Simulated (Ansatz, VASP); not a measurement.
## Two plane-wave programs on Zr

The input INCAR:

```
SYSTEM = Zr
PREC = Accurate
ENCUT = 520
EDIFF = 1E-8
ISMEAR = -1
SIGMA = 0.08
LREAL = .False.
LASPH = .True.
NELM = 100
ALGO = Normal
ISIF = 2
LWAVE = .False.
LCHARG = .False.
GGA = PS
LEFG = .True.
NBANDS = 12
```

Contents of KPOINTS:

```
Automatic mesh
0
Gamma
  14 14 14
  0 0 0
```

The input POSCAR:

```
Zr
1.0
   -1.8462000000      1.8462000000      1.8100000000
    1.8462000000     -1.8462000000      1.8100000000
    1.8462000000      1.8462000000     -1.8100000000
Zr
1
Direct
    0.0000000000      0.0000000000      0.0000000000
```

Input for Ansatz:

```yaml
crystal:
  lattice:
    - [-1.8462, 1.8462, 1.81]
    - [1.8462, -1.8462, 1.81]
    - [1.8462, 1.8462, -1.81]
  atoms:
    - { symbol: Zr, position: [0.0, 0.0, 0.0] }
kpoints:
  mp_grid: { grid: [14, 14, 14] }
scf:
  occupations: { method: fermi_dirac, width: 0.08 }
hamiltonian:
  xc: pbesol
  pseudopotentials: { kind: paw }
output:
  forces: true
  stress: true
  eigenvalues: true
  efg: { contact_densities: true }
  write_density: true
  write_potential: true
  elf: true
  volumetric_format: npy
```

Change from the starting cell: equal xx and yy strain of +2 %, PAW files.

Alike in both runs: task electric field gradients; functional PBEsol; k mesh 14 × 14 × 14; occupations fermi-dirac, width 0.08 eV; no spin polarisation.

|  | VASP | Ansatz |
| --- | --- | --- |
| version | VASP 6.6.1 | Ansatz 0.2.0 |
| potentials or method | VASP PAW PBE potentials, release 64 (Zr_sv) | PAW with Ansatz's default frozen-core files, scalar-relativistic |
| plane-wave cutoff (eV) | 520 | 420 |
| valence electrons in the cell | 12 | 12 |

VASP gave:

| Item | Value |
| --- | --- |
| pressure (GPa) | -9.2 |
| traceless stress, the component that is largest in VASP (GPa) | -0.19 |
| size of Vzz on the site where it differs most (V/Å²) | 1.2 |

Question: What did Ansatz give for the same quantities?

Answer: Pressure (GPa): -9.3; traceless stress, the component that is largest in VASP (GPa): -0.19; size of Vzz on the site where it differs most (V/Å²): 1.1.

VASP's potentials were made for PBE, not for PBEsol.
